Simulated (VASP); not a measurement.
# Dy2Ti (P-4m2) in VASP: a series of runs

Runs on Dy2Ti. Level: PBE. Tasks: single point.

Everything below comes from runs of VASP 6.6.1. Logs are shortened: lines on timing, memory, paths and dates and some standing lists are left out, and cuts for length are marked.

## Step 1: The cell of the first run

It takes space group P-4m2 (No. 115, tetragonal). The conventional cell has a = 5.203 Å, b = 5.203 Å, c = 3.245 Å, α = 90.00°, β = 90.00°, γ = 90.00°. Within 3.9 Å of Dy (site symmetry 2mm) lie 4 Ti at 2.95 to 3.19 Å and 6 Dy at 3.24 to 3.71 Å. Within 3.9 Å of Ti (site symmetry -4m2) lie 8 Dy at 2.95 to 3.19 Å and 2 Ti at 3.24 Å.

The cell was built from a structure type or drawn by symmetry, and may not be a known phase.

## Step 2: Single point, PBE

Contents of INCAR:

```
SYSTEM = Dy2Ti
ALGO = Normal
EDIFF = 1E-6
ENCUT = 500
GGA = PE
GGA_COMPAT = .False.
ISIF = 2
ISMEAR = 0
LASPH = .True.
LCHARG = .False.
LMAXMIX = 6
LREAL = .False.
LWAVE = .False.
NBANDS = 22
NELM = 200
PREC = Accurate
SIGMA = 0.1
```

Contents of KPOINTS:

```
k-points
0
Gamma
  8 8 12
  0 0 0
```

Contents of POSCAR:

```
Dy2Ti
1.0
    5.2031607282      0.0000000000      0.0000000000
    0.0000000000      5.2031607282      0.0000000000
    0.0000000000      0.0000000000      3.2446433196
Dy Ti
2 1
Direct
    0.5000000000      0.0000000000      0.5706168279
    0.0000000000      0.5000000000      0.4293831721
    0.0000000000      0.0000000000      0.0000000000
```

Potentials or basis: VASP PAW PBE potentials, release 64 (Dy_3, Ti_sv), 4f in core.

Command:

```bash
$ cat potpaw_PBE.64/Dy_3/POTCAR potpaw_PBE.64/Ti_sv/POTCAR > POTCAR
$ mpirun -np 1 vasp_std > vasp.out
```

OUTCAR:

```text
SYSTEM = Dy2Ti
   EDIFF = 1E-6
   ENCUT = 500
   GGA = PE
   ISIF = 2
   ISMEAR = 0
   LASPH = .True.
   LREAL = .False.
   NELM = 200
   PREC = Accurate

 ion  position               nearest neighbor table
   1  0.500  0.000  0.571-   3 2.95   3 2.95   3 3.19   3 3.19   2 3.71   2 3.71   2 3.71   2 3.71

   2  0.000  0.500  0.429-   3 2.95   3 2.95   3 3.19   3 3.19   1 3.71   1 3.71   1 3.71   1 3.71

   3  0.000  0.000  0.000-   1 2.95   2 2.95   2 2.95   1 2.95   1 3.19   2 3.19   1 3.19   2 3.19

  LATTYP: Found a simple tetragonal cell.
 ALAT       =     5.2031607282
 C/A-ratio  =     0.6235908305

  Lattice vectors:

 A1 = (   5.2031607282,   0.0000000000,   0.0000000000)
 A2 = (   0.0000000000,   5.2031607282,   0.0000000000)
 A3 = (   0.0000000000,   0.0000000000,   3.2446433196)

Analysis of symmetry for initial positions (statically):
=====================================================================
 Subroutine PRICEL returns:
 Original cell was already a primitive cell.

 Routine SETGRP: Setting up the symmetry group for a
 simple tetragonal supercell.

 Subroutine GETGRP returns: Found  8 space group operations
 (whereof  8 operations were pure point group operations)
 out of a pool of 16 trial point group operations.

The static configuration has the point symmetry D_2d.

Analysis of symmetry for dynamics (positions and initial velocities):
=====================================================================
 Subroutine PRICEL returns:
 Original cell was already a primitive cell.

 Routine SETGRP: Setting up the symmetry group for a
 simple tetragonal supercell.

 Subroutine GETGRP returns: Found  8 space group operations
 (whereof  8 operations were pure point group operations)
 out of a pool of 16 trial point group operations.

The dynamic configuration has the point symmetry D_2d.

 Subroutine INISYM returns: Found  8 space group operations
 (whereof  8 operations are pure point group operations),
 and found     1 'primitive' translations

----------------------------------------------------------------------------------------

                                     Primitive cell

  volume of cell :      87.8418

  direct lattice vectors                    reciprocal lattice vectors
     5.203160728  0.000000000  0.000000000     0.192190872  0.000000000  0.000000000
     0.000000000  5.203160728  0.000000000     0.000000000  0.192190872  0.000000000
     0.000000000  0.000000000  3.244643320     0.000000000  0.000000000  0.308200286

  length of vectors
     5.203160728  5.203160728  3.244643320     0.192190872  0.192190872  0.308200286

  position of ions in fractional coordinates (direct lattice)
     0.500000000  0.000000000  0.570616828
     0.000000000  0.500000000  0.429383172
     0.000000000  0.000000000  0.000000000

  ion indices of the primitive-cell ions
   primitive index   ion index
                 1           1
                 2           2
                 3           3

----------------------------------------------------------------------------------------

 KPOINTS: k-points

Automatic generation of k-mesh.
 Grid dimensions read from file:
 generate k-points for:    8    8   12

 Generating k-lattice:

  Cartesian coordinates                     Fractional coordinates (reciprocal lattice)
     0.024023859  0.000000000  0.000000000     0.125000000  0.000000000  0.000000000
     0.000000000  0.024023859  0.000000000     0.000000000  0.125000000  0.000000000
     0.000000000  0.000000000  0.025683357     0.000000000  0.000000000  0.083333333

  Length of vectors
     0.024023859  0.024023859  0.025683357

  Shift w.r.t. Gamma in fractional coordinates (k-lattice)
     0.000000000  0.000000000  0.000000000

 Subroutine IBZKPT returns following result:
 ===========================================

 Found    105 irreducible k-points:

 Following reciprocal coordinates:
            Coordinates               Weight
  0.000000  0.000000  0.000000      1.000000
  0.125000  0.000000  0.000000      4.000000
  0.250000  0.000000  0.000000      4.000000
  0.375000  0.000000  0.000000      4.000000
  0.500000  0.000000  0.000000      2.000000
  0.125000  0.125000  0.000000      4.000000
[... 16 lines left out ...]
  0.375000  0.125000  0.083333     16.000000
  0.500000  0.125000  0.083333      8.000000
 [... further k-points ...]
   k-points           NKPTS =    105   k-points in BZ     NKDIM =    105   number of bands    NBANDS=     22
   number of dos      NEDOS =    301   number of ions     NIONS =      3
   total plane-waves  NPLWV =  38400
   dimension x,y,z NGX =    40 NGY =   40 NGZ =   24
   dimension x,y,z NGXF=    80 NGYF=   80 NGZF=   48
   ions per type =               2   1
   NGX,Y,Z   is equivalent  to a cutoff of  12.78, 12.78, 12.30 a.u.
   NGXF,Y,Z  is equivalent  to a cutoff of  25.56, 25.56, 24.59 a.u.
 SYSTEM =  Dy2Ti
   PREC   = accura    normal or accurate (medium, high low for compatibility)
   ISTART =      0    job   : 0-new  1-cont  2-samecut
   ICHARG =      2    charge: 1-file 2-atom 10-const
   ISPIN  =      1    spin polarized calculation?
   LNONCOLLINEAR =      F non collinear calculations
   LSORBIT =      F    spin-orbit coupling
   LASPH  =      T    aspherical Exc in radial PAW
   ENCUT  =  500.0 eV  36.75 Ry    6.06 a.u.   9.49  9.49  5.92*2*pi/ulx,y,z
   NELM   =    200;   NELMIN=  2; NELMDL= -5     # of ELM steps
   EDIFF  = 0.1E-05   stopping-criterion for ELM
   LREAL  =      F    real-space projection
   EDIFFG = 0.1E-04   stopping-criterion for IOM
   NSW    =      0    number of steps for IOM
   IBRION =     -1    ionic relax: 0-MD 1-quasi-New 2-CG
   NFREE  =      0    steps in history (QN), initial steepest desc. (CG)
   ISIF   =      2    stress and relaxation
   ISYM   =      2    0-nonsym 1-usesym 2-fastsym
   POTIM  = 0.5000    time-step for ionic-motion
   TEBEG  =    0.0;   TEEND  =   0.0 temperature during run
   PSTRESS=    0.0 pullay stress
   NELECT =      30.0000    total number of electrons
   NUPDOWN=      -1.0000    fix difference up-down
   EMIN   =  10.00;   EMAX   =-10.00  energy-range for DOS
   EFERMI =   0.00;   METHOD = LEGACY
   ISMEAR =     0;   SIGMA  =   0.10  broadening in eV -4-tet -1-fermi 0-gaus
   EFERMI_NEDOS =   21; number of points for ismear=-14 and -15
   IALGO  =     38    algorithm
   IMIX   =      4    mixing-type and parameters
     AMIX     =   0.40;   BMIX     =  1.00
     AMIX_MAG =   1.60;   BMIX_MAG =  1.00
  volume/ion in A,a.u.               =      29.28       197.60
  Fermi-wavevector in a.u.,A,eV,Ry     =   1.144322  2.162454 17.816448  1.309472
  Thomas-Fermi vector in A             =   2.281014
   LORBIT       =      0    0 simple, 1 ext, 2 COOP (PROOUT), +10 PAW based schemes
   GGA     = PE    functional components
   LHFCALC =     F    Hartree Fock is set to
   AEXX    =    0.0000 exact exchange contribution
   IVDW    =     0    specifies the selected vdW correction
   LEPSILON=     F    determine dielectric tensor
   LRPA    =     F    only Hartree local field effects (RPA)
 non-spin polarized calculation
 Gauss-broadening in eV      SIGMA  =   0.10
  energy-cutoff  :      500.00
  volume of cell :       87.84
 maximum number of plane-waves:      2253
 NGX is ok and might be reduce to    40
   NGX = 19   NGY = 19   NGZ = 11

 number of electron      30.0000004 magnetization

 Free energy of the ion-electron system (eV)
  ---------------------------------------------------
  ext. energy  EPLUGINS =         0.00000000
  ---------------------------------------------------
  free energy    TOTEN  =       -15.50783074 eV

  energy without entropy =      -15.48818019  energy(sigma->0) =      -15.49800547

 E-fermi :   3.4920     XC(G=0):  -9.7054

 val. band max:        3.4901349030   @ k =   0.3750   0.1250   0.3333
 cond. band min:       3.4922613106   @ k =   0.5000   0.1250   0.1667
 fundamental gap:      0.0021264076
 Fermi energy:         3.4919803555

 k-point     1 :       0.0000    0.0000    0.0000
  band No.  band energies     occupation
      1     -53.2389      2.00000
      2     -29.5253      2.00000
      3     -29.5253      2.00000
      4     -29.4287      2.00000
      5     -19.7571      2.00000
      6     -19.7571      2.00000
[... 14 lines left out ...]
     21       5.6085      0.00000
     22       6.7340      0.00000

 k-point     2 :       0.1250    0.0000    0.0000
  band No.  band energies     occupation
      1     -53.2390      2.00000
      2     -29.5253      2.00000
      3     -29.5241      2.00000
      4     -29.4287      2.00000
      5     -19.7521      2.00000
      6     -19.7503      2.00000
[... 14 lines left out ...]
     21       5.5919      0.00000
     22       6.7886      0.00000

 k-point     3 :       0.2500    0.0000    0.0000
  band No.  band energies     occupation
      1     -53.2391      2.00000
      2     -29.5252      2.00000
      3     -29.5211      2.00000
      4     -29.4286      2.00000
      5     -19.7371      2.00000
      6     -19.7314      2.00000
[... 14 lines left out ...]
     21       5.5150      0.00000
     22       6.8536      0.00000

 k-point     4 :       0.3750    0.0000    0.0000
  band No.  band energies     occupation
      1     -53.2392      2.00000
      2     -29.5252      2.00000
      3     -29.5181      2.00000
      4     -29.4286      2.00000
      5     -19.7144      2.00000
      6     -19.7072      2.00000
[... 14 lines left out ...]
     21       5.4875      0.00000
     22       6.4670      0.00000

 k-point     5 :       0.5000    0.0000    0.0000
  band No.  band energies     occupation
      1     -53.2392      2.00000
      2     -29.5251      2.00000
      3     -29.5169      2.00000
      4     -29.4286      2.00000
      5     -19.6989      2.00000
      6     -19.6941      2.00000
[... 417 lines left out ...]
 k-point    22 :       0.2500    0.1250    0.0833
  band No.  band energies     occupation
      1     -53.2384      2.00000
      2     -29.5228      2.00000
      3     -29.5201      2.00000
      4     -29.4372      2.00000
      5     -19.7597      2.00000
      6     -19.6889      2.00000
[... 14 lines left out ...]
     21       5.5994      0.00000
     22       6.8205      0.00000

 k-point    23 :       0.3750    0.1250    0.0833
  band No.  band energies     occupation
      1     -53.2385      2.00000
      2     -29.5227      2.00000
      3     -29.5174      2.00000
      4     -29.4372      2.00000
      5     -19.7495      2.00000
      6     -19.6572      2.00000
[... 14 lines left out ...]
     21       5.6728      0.00000
     22       6.4776      0.00000

 k-point    24 :       0.5000    0.1250    0.0833
  band No.  band energies     occupation
      1     -53.2386      2.00000
      2     -29.5227      2.00000
      3     -29.5162      2.00000
      4     -29.4372      2.00000
      5     -19.7407      2.00000
      6     -19.6539      2.00000
[... 14 lines left out ...]
     21       5.8616      0.00000
     22       6.1033      0.00000

 [... further k-points ...]
[... 5 lines left out ...]
  --------------------------------------------------------------------------------------
  -------------------------------------------------------------------------------------
  Total        0.0709634      0.0709634      0.1285005      0.0000000      0.0000000      0.0000000
  in kB        1.2943251      1.2943251      2.3437636      0.0000000      0.0000000      0.0000000
  external PRESSURE =       1.6441379 kB  Pullay stress =       0.0000000 kB

 VOLUME and BASIS-vectors are now :
 -----------------------------------------------------------------------------
  energy-cutoff  :      500.00
  volume of cell :       87.84
      direct lattice vectors                 reciprocal lattice vectors
     5.203160728  0.000000000  0.000000000     0.192190872  0.000000000  0.000000000
     0.000000000  5.203160728  0.000000000     0.000000000  0.192190872  0.000000000
     0.000000000  0.000000000  3.244643320     0.000000000  0.000000000  0.308200286

 POSITION                                       TOTAL-FORCE (eV/Angst)
 -----------------------------------------------------------------------------------
      2.60158      0.00000      1.85145         0.000000     -0.000000      0.016212
      0.00000      2.60158      1.39320         0.000000      0.000000     -0.016212
      0.00000      0.00000      0.00000         0.000000      0.000000      0.000000
 -----------------------------------------------------------------------------------
    total drift:                               -0.000000     -0.000000      0.000000

  FREE ENERGIE OF THE ION-ELECTRON SYSTEM (eV)
  ---------------------------------------------------
  free  energy   TOTEN  =       -15.5078307376 eV

  energy  without entropy=      -15.4881801948  energy(sigma->0) =      -15.49800547
```

It took 66 s on 1 thread of Intel Xeon 6975P-C (Granite Rapids), shared host; peak memory 0.32 GiB.

Results:

```yaml
Free_energy: -15.5078 eV
Pressure: 0.2 GPa
Largest_force: 0.016 eV/Å
Band_gap_on_the_k_mesh: zero (bands 15 and 16 overlap by 0.69 eV)
```

Forces on the atoms (eV/Å):
```
Dy   0.000  0.000  0.016
Dy   0.000  0.000 -0.016
Ti   0.000  0.000  0.000
```

Levels at points of the mesh, in eV from the Fermi level:
| k point | band 13 | band 14 | band 15 | band 16 | band 17 | band 18 |
| --- | --- | --- | --- | --- | --- | --- |
| (0.00, 0.00, 0.00) | -1.64 | -1.38 | -0.44 | 0.96 | 0.96 | 1.63 |
| (0.50, 0.00, 0.00) | -1.41 | -0.75 | 0.10 | 0.41 | 0.46 | 1.09 |
| (0.50, 0.50, 0.00) | -1.84 | -0.83 | 0.27 | 0.27 | 0.30 | 0.85 |
| (0.00, 0.00, 0.50) | -0.66 | -0.59 | 0.20 | 0.20 | 0.39 | 0.80 |
| (0.50, 0.00, 0.50) | -0.60 | -0.45 | -0.44 | -0.26 | 0.48 | 0.51 |
| (0.50, 0.50, 0.50) | -1.63 | -1.62 | -0.87 | 1.73 | 1.93 | 2.12 |

Caveat: spin-orbit coupling is left out, which moves the levels of the heavy elements; the 4f electrons are frozen in the core, so they carry no moment and show no levels. Spin polarisation is off, so any magnetic state and its effect on volume and gap are missing.

## Step 3: Single point, PBE, collinear spin

This run uses another cell than the first one, of 29.56 Å³/atom.

INCAR, as its differences from that of step 2:

```diff
@@ -8,2 +8,3 @@
 ISMEAR = 0
+ISPIN = 2
 LASPH = .True.
@@ -11,5 +12,7 @@
 LMAXMIX = 6
+LORBIT = 11
 LREAL = .False.
 LWAVE = .False.
-NBANDS = 22
+MAGMOM = 0 0 1
+NBANDS = 26
 NELM = 200
```

Contents of KPOINTS:

```
k-points
0
Gamma
  4 4 6
  0 0 0
```

Contents of POSCAR:

```
Dy2Ti
1.0
    5.2284625819      0.0000000000      0.0000000000
    0.0000000000      5.2284625819      0.0000000000
    0.0000000000      0.0000000000      3.2437100666
Dy Ti
2 1
Direct
    0.5000000000      0.0000000000      0.5723491979
    0.0000000000      0.5000000000      0.4276508021
    0.0000000000      0.0000000000      0.0000000000
```

Potentials or basis: VASP PAW PBE potentials, release 64 (Dy_3, Ti_sv), 4f in core.

Command:

```bash
$ cat potpaw_PBE.64/Dy_3/POTCAR potpaw_PBE.64/Ti_sv/POTCAR > POTCAR
$ mpirun -np 1 vasp_std > vasp.out
```

OUTCAR:

```text
SYSTEM = Dy2Ti
   EDIFF = 1E-6
   ENCUT = 500
   GGA = PE
   ISIF = 2
   ISMEAR = 0
   ISPIN = 2
   LASPH = .True.
   LORBIT = 11
   LREAL = .False.
   NELM = 200
   PREC = Accurate

 ion  position               nearest neighbor table
   1  0.500  0.000  0.572-   3 2.96   3 2.96   3 3.21   3 3.21   2 3.73   2 3.73   2 3.73   2 3.73

   2  0.000  0.500  0.428-   3 2.96   3 2.96   3 3.21   3 3.21   1 3.73   1 3.73   1 3.73   1 3.73

   3  0.000  0.000  0.000-   1 2.96   2 2.96   2 2.96   1 2.96   1 3.21   2 3.21   1 3.21   2 3.21

  LATTYP: Found a simple tetragonal cell.
 ALAT       =     5.2284625819
 C/A-ratio  =     0.6203946219

  Lattice vectors:

 A1 = (   5.2284625819,   0.0000000000,   0.0000000000)
 A2 = (   0.0000000000,   5.2284625819,   0.0000000000)
 A3 = (   0.0000000000,   0.0000000000,   3.2437100666)

Analysis of symmetry for initial positions (statically):
=====================================================================
 Subroutine PRICEL returns:
 Original cell was already a primitive cell.

[... 1591 lines left out ...]
------------------------ aborting loop because EDIFF is reached ----------------------------------------

  FORCE on cell =-STRESS in cart. coord.  units (eV):
  Direction    XX          YY          ZZ          XY          YZ          ZX
  --------------------------------------------------------------------------------------
  -------------------------------------------------------------------------------------
  Total       -0.2347572     -0.2347572     -0.1485994      0.0000000      0.0000000      0.0000000
  in kB       -4.2416952     -4.2416952     -2.6849588      0.0000000      0.0000000      0.0000000
  external PRESSURE =      -3.7227830 kB  Pullay stress =       0.0000000 kB

 VOLUME and BASIS-vectors are now :
 -----------------------------------------------------------------------------
  energy-cutoff  :      500.00
  volume of cell :       88.67
      direct lattice vectors                 reciprocal lattice vectors
     5.228462582  0.000000000  0.000000000     0.191260812  0.000000000  0.000000000
     0.000000000  5.228462582  0.000000000     0.000000000  0.191260812  0.000000000
     0.000000000  0.000000000  3.243710067     0.000000000  0.000000000  0.308288959

 POSITION                                       TOTAL-FORCE (eV/Angst)
 -----------------------------------------------------------------------------------
      2.61423      0.00000      1.85653         0.000000      0.000000      0.038843
      0.00000      2.61423      1.38718        -0.000000      0.000000     -0.038843
      0.00000      0.00000      0.00000         0.000000      0.000000      0.000000
 -----------------------------------------------------------------------------------
    total drift:                               -0.000000     -0.000000     -0.000000

  FREE ENERGIE OF THE ION-ELECTRON SYSTEM (eV)
  ---------------------------------------------------
  free  energy   TOTEN  =       -15.5304458838 eV

  energy  without entropy=      -15.5190163623  energy(sigma->0) =      -15.52473112

 total charge

# of ion       s       p       d       tot
------------------------------------------
    1        0.450   6.353   1.205   8.008
    2        0.450   6.353   1.205   8.008
    3        2.259   6.062   1.921  10.243
--------------------------------------------------
tot          3.159  18.768   4.331  26.259

 magnetization (x)

# of ion       s       p       d       tot
------------------------------------------
    1        0.000   0.000   0.000   0.000
    2        0.000   0.000   0.000   0.000
    3       -0.000  -0.000  -0.000  -0.000
--------------------------------------------------
tot          0.000  -0.000  -0.000  -0.000
```

stdout:

```text
POSCAR found type information on POSCAR DyTi
 POSCAR found :  2 types and       3 ions
 scaLAPACK will be used
 LDA part: xc-table for (Slater+PW92), standard interpolation
 POSCAR, INCAR and KPOINTS ok, starting setup
 FFT: planning ... GRIDC
 FFT: planning ... GRID_SOFT
 FFT: planning ... GRID
 WAVECAR not read
 entering main loop
```

It took 44 s on 1 thread of Intel Xeon 6975P-C (Granite Rapids), shared host; peak memory 0.26 GiB.

Results:

```
Free energy                                           : -15.5304 eV
Pressure                                              : -0.4 GPa
Largest force                                         : 0.039 eV/Å
Band gap on the k mesh                                : zero (filled and empty bands overlap)
Net moment                                            : 0.00 μB per cell
Valence electrons inside the program's atomic spheres : Dy 8.01; Ti 10.24
```

Forces in eV/Å, atoms in the order of the input:
```
Dy   0.000  0.000  0.039
Dy   0.000  0.000 -0.039
Ti   0.000  0.000  0.000
```

Caveat: the magnetic or orbital state may not be the lowest; spin-orbit coupling is left out, which moves the levels of the heavy elements; the 4f electrons are frozen in the core, so they carry no moment and show no levels.
